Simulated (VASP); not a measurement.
# HgH3 (I4/mmm) in VASP: further runs

The runs below take HgH3 through single point, with PBE.

All numbers are computed with VASP 6.6.1; they aren't measurements. Logs are shortened: lines on timing, memory, paths and dates and some standing lists are left out, and cuts for length are marked.

## 1. The cell of the first run

The structure is tetragonal, space group I4/mmm (No. 139). The conventional cell has a = 2.986 Å, b = 2.986 Å, c = 7.944 Å, α = 90.00°, β = 90.00°, γ = 90.00°. Hg (site symmetry 4/mmm) has 12 H at 2.11 to 2.48 Å within 2.8 Å. H (site symmetry 4/mmm) has 4 Hg at 2.11 Å and 8 H at 2.48 Å within 2.8 Å. H (site symmetry -4m2) has 8 H at 2.11 to 2.48 Å and 4 Hg at 2.48 Å within 2.8 Å.

## 2. Single point, PBE

INCAR reads:

```
PREC = Accurate ; ENCUT = 520
EDIFF = 1E-6 ; ISMEAR = 0
SIGMA = 0.1 ; LREAL = F
LASPH = T ; NELM = 60
ALGO = Normal ; ISIF = 2
LWAVE = F ; LCHARG = T
GGA = PE ; LELF = T
LVHAR = T ; NBANDS = 16
```

KPOINTS reads:

```
Automatic mesh
0
Gamma
  8 8 8
```

POSCAR reads:

```
HgH3
1.0
   -1.4930300160      1.4930300160      3.9720681017
    1.4930300160     -1.4930300160      3.9720681017
    1.4930300160      1.4930300160     -3.9720681017
Hg H
1 3
Direct
    0.0000000000      0.0000000000      0.0000000000
    0.5000000000      0.5000000000      0.0000000000
    0.2500000000      0.7500000000      0.5000000000
    0.7500000000      0.2500000000      0.5000000000
```

Potentials or basis: VASP PAW PBE potentials, release 64 (Hg, H).

Started as:

```
$ cat potpaw_PBE.64/Hg/POTCAR potpaw_PBE.64/H/POTCAR > POTCAR
$ mpirun -np 1 vasp_std > vasp.out
```

OUTCAR:

```text
PREC = Accurate
   ENCUT = 520
   EDIFF = 1E-6
   ISMEAR = 0
   LREAL = F
   LASPH = T
   NELM = 60
   ISIF = 2
   GGA = PE

 ion  position               nearest neighbor table
   1  0.000  0.000  0.000-   2 2.11   2 2.11   2 2.11   2 2.11
   2  0.500  0.500  0.000-   1 2.11   1 2.11   1 2.11   1 2.11
   3  0.250  0.750  0.500-
   4  0.750  0.250  0.500-

  LATTYP: Found a body centered tetragonal cell.
 ALAT       =     2.9860600320
 C/A-ratio  =     2.6604073991

  Lattice vectors:

 A1 = (  -1.4930300160,   1.4930300160,   3.9720681017)
 A2 = (   1.4930300160,  -1.4930300160,   3.9720681017)
 A3 = (   1.4930300160,   1.4930300160,  -3.9720681017)

Analysis of symmetry for initial positions (statically):
=====================================================================
 Subroutine PRICEL returns:
 Original cell was already a primitive cell.

 Routine SETGRP: Setting up the symmetry group for a
 body centered tetragonal supercell.

 Subroutine GETGRP returns: Found 16 space group operations
 (whereof 16 operations were pure point group operations)
 out of a pool of 16 trial point group operations.

The static configuration has the point symmetry D_4h.

Analysis of symmetry for dynamics (positions and initial velocities):
=====================================================================
 Subroutine PRICEL returns:
 Original cell was already a primitive cell.

 Routine SETGRP: Setting up the symmetry group for a
 body centered tetragonal supercell.

 Subroutine GETGRP returns: Found 16 space group operations
 (whereof 16 operations were pure point group operations)
 out of a pool of 16 trial point group operations.

The dynamic configuration has the point symmetry D_4h.

 Subroutine INISYM returns: Found 16 space group operations
 (whereof 16 operations are pure point group operations),
 and found     1 'primitive' translations

----------------------------------------------------------------------------------------

                                     Primitive cell

  volume of cell :      35.4172

  direct lattice vectors                    reciprocal lattice vectors
    -1.493030016  1.493030016  3.972068102     0.000000000  0.334889449  0.125879010
     1.493030016 -1.493030016  3.972068102     0.334889449  0.000000000  0.125879010
     1.493030016  1.493030016 -3.972068102     0.334889449  0.334889449  0.000000000

  length of vectors
     4.498399967  4.498399967  4.498399967     0.357765941  0.357765941  0.473605201

  position of ions in fractional coordinates (direct lattice)
     0.000000000  0.000000000  0.000000000
     0.500000000  0.500000000  0.000000000
     0.250000000  0.750000000  0.500000000
     0.750000000  0.250000000  0.500000000

  ion indices of the primitive-cell ions
   primitive index   ion index
                 1           1
                 2           2
                 3           3
                 4           4

----------------------------------------------------------------------------------------

 KPOINTS: Automatic mesh

Automatic generation of k-mesh.
 Grid dimensions read from file:
 generate k-points for:    8    8    8

 Generating k-lattice:

  Cartesian coordinates                     Fractional coordinates (reciprocal lattice)
     0.000000000  0.041861181  0.015734876     0.125000000 -0.000000000  0.000000000
     0.041861181  0.000000000  0.015734876    -0.000000000  0.125000000  0.000000000
     0.041861181  0.041861181  0.000000000     0.000000000  0.000000000  0.125000000

  Length of vectors
     0.044720743  0.044720743  0.059200650

  Shift w.r.t. Gamma in fractional coordinates (k-lattice)
     0.000000000  0.000000000  0.000000000

 Subroutine IBZKPT returns following result:
 ===========================================

 Found     59 irreducible k-points:

 Following reciprocal coordinates:
            Coordinates               Weight
  0.000000  0.000000  0.000000      1.000000
  0.125000 -0.000000  0.000000      8.000000
  0.250000 -0.000000  0.000000      8.000000
  0.375000 -0.000000  0.000000      8.000000
  0.500000 -0.000000  0.000000      4.000000
  0.125000  0.125000  0.000000      8.000000
[... 16 lines left out ...]
  0.250000  0.125000  0.125000     16.000000
  0.375000  0.125000  0.125000      8.000000
 [... further k-points ...]
   k-points           NKPTS =     59   k-points in BZ     NKDIM =     59   number of bands    NBANDS=     16
   number of dos      NEDOS =    301   number of ions     NIONS =      4
   total plane-waves  NPLWV =  46656
   dimension x,y,z NGX =    36 NGY =   36 NGZ =   36
   dimension x,y,z NGXF=    72 NGYF=   72 NGZF=   72
   ions per type =               1   3
   NGX,Y,Z   is equivalent  to a cutoff of  13.30, 13.30, 13.30 a.u.
   NGXF,Y,Z  is equivalent  to a cutoff of  26.61, 26.61, 26.61 a.u.
 SYSTEM =  unknown system
   PREC   = accura    normal or accurate (medium, high low for compatibility)
   ISTART =      0    job   : 0-new  1-cont  2-samecut
   ICHARG =      2    charge: 1-file 2-atom 10-const
   ISPIN  =      1    spin polarized calculation?
   LNONCOLLINEAR =      F non collinear calculations
   LSORBIT =      F    spin-orbit coupling
   LASPH  =      T    aspherical Exc in radial PAW
   ENCUT  =  520.0 eV  38.22 Ry    6.18 a.u.   8.36  8.36  8.36*2*pi/ulx,y,z
   NELM   =     60;   NELMIN=  2; NELMDL= -5     # of ELM steps
   EDIFF  = 0.1E-05   stopping-criterion for ELM
   LREAL  =      F    real-space projection
   EDIFFG = 0.1E-04   stopping-criterion for IOM
   NSW    =      0    number of steps for IOM
   IBRION =     -1    ionic relax: 0-MD 1-quasi-New 2-CG
   NFREE  =      0    steps in history (QN), initial steepest desc. (CG)
   ISIF   =      2    stress and relaxation
   ISYM   =      2    0-nonsym 1-usesym 2-fastsym
   POTIM  = 0.5000    time-step for ionic-motion
   TEBEG  =    0.0;   TEEND  =   0.0 temperature during run
   PSTRESS=    0.0 pullay stress
   NELECT =      15.0000    total number of electrons
   NUPDOWN=      -1.0000    fix difference up-down
   EMIN   =  10.00;   EMAX   =-10.00  energy-range for DOS
   EFERMI =   0.00;   METHOD = LEGACY
   ISMEAR =     0;   SIGMA  =   0.10  broadening in eV -4-tet -1-fermi 0-gaus
   EFERMI_NEDOS =   21; number of points for ismear=-14 and -15
   IALGO  =     38    algorithm
   IMIX   =      4    mixing-type and parameters
     AMIX     =   0.40;   BMIX     =  1.00
     AMIX_MAG =   1.60;   BMIX_MAG =  1.00
  volume/ion in A,a.u.               =       8.85        59.75
  Fermi-wavevector in a.u.,A,eV,Ry     =   1.229421  2.323269 20.564883  1.511476
  Thomas-Fermi vector in A             =   2.364309
   LORBIT       =      0    0 simple, 1 ext, 2 COOP (PROOUT), +10 PAW based schemes
   GGA     = PE    functional components
   LHFCALC =     F    Hartree Fock is set to
   AEXX    =    0.0000 exact exchange contribution
   IVDW    =     0    specifies the selected vdW correction
   LEPSILON=     F    determine dielectric tensor
   LRPA    =     F    only Hartree local field effects (RPA)
 non-spin polarized calculation
 Gauss-broadening in eV      SIGMA  =   0.10
  energy-cutoff  :      520.00
  volume of cell :       35.42
 maximum number of plane-waves:       971
 NGX is ok and might be reduce to    36
   NGX = 17   NGY = 17   NGZ = 17

 number of electron      15.0000001 magnetization

 Free energy of the ion-electron system (eV)
  ---------------------------------------------------
  ext. energy  EPLUGINS =         0.00000000
  ---------------------------------------------------
  free energy    TOTEN  =        -6.03265931 eV

  energy without entropy =       -6.02665318  energy(sigma->0) =       -6.02965625

 E-fermi :   1.9508     XC(G=0): -10.5610

 val. band max:        1.9344178029   @ k =   0.5000   0.5000   0.2500
 cond. band min:       1.9931434364   @ k =  -0.2500   0.5000   0.2500
 fundamental gap:      0.0587256335
 Fermi energy:         1.9507761876

 k-point     1 :       0.0000    0.0000    0.0000
  band No.  band energies     occupation
      1      -9.1573      2.00000
      2      -6.6435      2.00000
      3      -6.3473      2.00000
      4      -4.7418      2.00000
      5      -4.7418      2.00000
      6      -4.5875      2.00000
[... 8 lines left out ...]
     15      16.0740      0.00000
     16      18.6809      0.00000

 k-point     2 :       0.1250   -0.0000    0.0000
  band No.  band energies     occupation
      1      -8.8205      2.00000
      2      -6.5102      2.00000
      3      -6.2057      2.00000
      4      -4.9305      2.00000
      5      -4.7238      2.00000
      6      -4.7095      2.00000
[... 8 lines left out ...]
     15      19.2236      0.00000
     16      19.9067      0.00000

 k-point     3 :       0.2500   -0.0000    0.0000
  band No.  band energies     occupation
      1      -7.9029      2.00000
      2      -6.1552      2.00000
      3      -5.8471      2.00000
      4      -5.2706      2.00000
      5      -4.9916      2.00000
      6      -4.6789      2.00000
[... 8 lines left out ...]
     15      20.3525      0.00000
     16      21.9078      0.00000

 k-point     4 :       0.3750   -0.0000    0.0000
  band No.  band energies     occupation
      1      -6.8982      2.00000
      2      -5.9772      2.00000
      3      -5.2561      2.00000
      4      -5.2472      2.00000
      5      -5.0777      2.00000
      6      -4.6341      2.00000
[... 8 lines left out ...]
     15      19.5108      0.00000
     16      19.7790      0.00000
[... 324 lines left out ...]
 k-point    22 :       0.1250    0.1250    0.1250
  band No.  band energies     occupation
      1      -7.1762      2.00000
      2      -5.6104      2.00000
      3      -5.5854      2.00000
      4      -5.2948      2.00000
      5      -5.2120      2.00000
      6      -4.9203      2.00000
[... 8 lines left out ...]
     15      21.0703      0.00000
     16      22.6598      0.00000

 k-point    23 :       0.2500    0.1250    0.1250
  band No.  band energies     occupation
      1      -7.0064      2.00000
      2      -5.7857      2.00000
      3      -5.3917      2.00000
      4      -5.2719      2.00000
      5      -4.8802      2.00000
      6      -3.7199      2.00000
[... 8 lines left out ...]
     15      19.4600      0.00000
     16      22.9992      0.00000

 k-point    24 :       0.3750    0.1250    0.1250
  band No.  band energies     occupation
      1      -7.0198      2.00000
      2      -5.9234      2.00000
      3      -5.3515      2.00000
      4      -5.2326      2.00000
      5      -4.6888      2.00000
      6      -1.8254      2.00000
[... 8 lines left out ...]
     15      17.6825      0.00000
     16      22.8500      0.00000

 [... further k-points ...]
[... 5 lines left out ...]
  --------------------------------------------------------------------------------------
  -------------------------------------------------------------------------------------
  Total        0.0609573      0.0609573      0.1110260      0.0000000      0.0000000      0.0000000
  in kB        2.7575452      2.7575452      5.0225181      0.0000000      0.0000000      0.0000000
  external PRESSURE =       3.5125361 kB  Pullay stress =       0.0000000 kB

 VOLUME and BASIS-vectors are now :
 -----------------------------------------------------------------------------
  energy-cutoff  :      520.00
  volume of cell :       35.42
      direct lattice vectors                 reciprocal lattice vectors
    -1.493030016  1.493030016  3.972068102     0.000000000  0.334889449  0.125879010
     1.493030016 -1.493030016  3.972068102     0.334889449  0.000000000  0.125879010
     1.493030016  1.493030016 -3.972068102     0.334889449  0.334889449  0.000000000

 POSITION                                       TOTAL-FORCE (eV/Angst)
 -----------------------------------------------------------------------------------
      0.00000      0.00000      0.00000         0.000000     -0.000000     -0.000000
      0.00000      0.00000      3.97207         0.000000     -0.000000     -0.000000
      1.49303      0.00000      1.98603         0.000000      0.000000      0.000000
      0.00000      1.49303      1.98603        -0.000000     -0.000000     -0.000000
 -----------------------------------------------------------------------------------
    total drift:                               -0.000000      0.000000      0.000000

  FREE ENERGIE OF THE ION-ELECTRON SYSTEM (eV)
  ---------------------------------------------------
  free  energy   TOTEN  =        -6.0326593124 eV

  energy  without entropy=       -6.0266531842  energy(sigma->0) =       -6.02965625
```

Wall time 28 s (1 thread of Intel Xeon 6975P-C (Granite Rapids), shared host); peak memory 0.21 GiB.

What came out:

| Item | Value |
| --- | --- |
| Free energy | -6.0327 eV |
| Pressure | 0.4 GPa |

Stress tensor (GPa, compression positive):
```
0.28 0.00 0.00
0.00 0.28 0.00
0.00 0.00 0.50
```

Caveat: the k points lie up to 0.37 Å⁻¹ apart; spin-orbit coupling is left out, which moves the levels of the heavy elements.

## 3. Single point, PBE

This run uses another cell than the first one, of 10.87 Å³/atom, 1.227 times its volume.

INCAR reads:

```
SYSTEM = HgH3
  PREC = Accurate
  ENCUT = 520
  EDIFF = 1E-7
  ISMEAR = 0
  SIGMA = 0.1
  LREAL = .FALSE.
  LASPH = .TRUE.
  NELM = 100
  ALGO = Normal
  ISIF = 2
  LWAVE = .FALSE.
  LCHARG = .FALSE.
  GGA = PE
  NBANDS = 16
```

KPOINTS reads:

```
Automatic mesh
0
G
  8 8 8
  0 0 0
```

POSCAR reads:

```
HgH3
1.0
   -1.6943740201      1.6943740201      3.7848354735
    1.6943740201     -1.6943740201      3.7848354735
    1.6943740201      1.6943740201     -3.7848354735
Hg H
1 3
Direct
    0.0000000000      0.0000000000      0.0000000000
    0.5000000000      0.5000000000      0.0000000000
    0.2500000000      0.7500000000      0.5000000000
    0.7500000000      0.2500000000      0.5000000000
```

Potentials or basis: VASP PAW PBE potentials, release 64 (Hg, H).

Started as:

```
$ cat potpaw_PBE.64/Hg/POTCAR potpaw_PBE.64/H/POTCAR > POTCAR
$ mpirun -np 1 vasp_std > vasp.out
```

Run time: 32 s. Hardware: 1 thread of Intel Xeon 6975P-C (Granite Rapids), shared host; peak memory 0.21 GiB.

The run converged. Its results:

```
Free energy : -5.5843 eV
Pressure    : -10.9 GPa
```

Stress tensor (GPa, compression positive):
```
-12.10   0.00   0.00
  0.00 -12.10   0.00
  0.00   0.00  -8.53
```

Levels at points of the mesh, in eV from the Fermi level:
| k point | band 4 | band 5 | band 6 | band 7 | band 8 | band 9 | band 10 | band 11 | band 12 | band 13 |
| --- | --- | --- | --- | --- | --- | --- | --- | --- | --- | --- |
| (0.00, 0.00, 0.00) | -6.04 | -6.04 | -5.90 | 0.89 | 1.57 | 4.57 | 5.44 | 9.02 | 9.02 | 11.66 |
| (0.50, 0.00, 0.00) | -5.95 | -5.95 | -4.62 | -3.52 | -0.76 | 1.83 | 7.19 | 10.48 | 10.91 | 11.17 |
| (0.50, 0.50, 0.00) | -5.96 | -5.56 | -2.47 | -0.43 | 0.12 | 0.44 | 2.53 | 4.36 | 6.73 | 11.44 |
| (0.50, 0.50, 0.50) | -5.94 | -5.89 | -5.27 | -5.09 | 1.99 | 3.90 | 7.03 | 7.03 | 12.99 | 15.60 |

Caveat: spin-orbit coupling is left out, which moves the levels of the heavy elements.
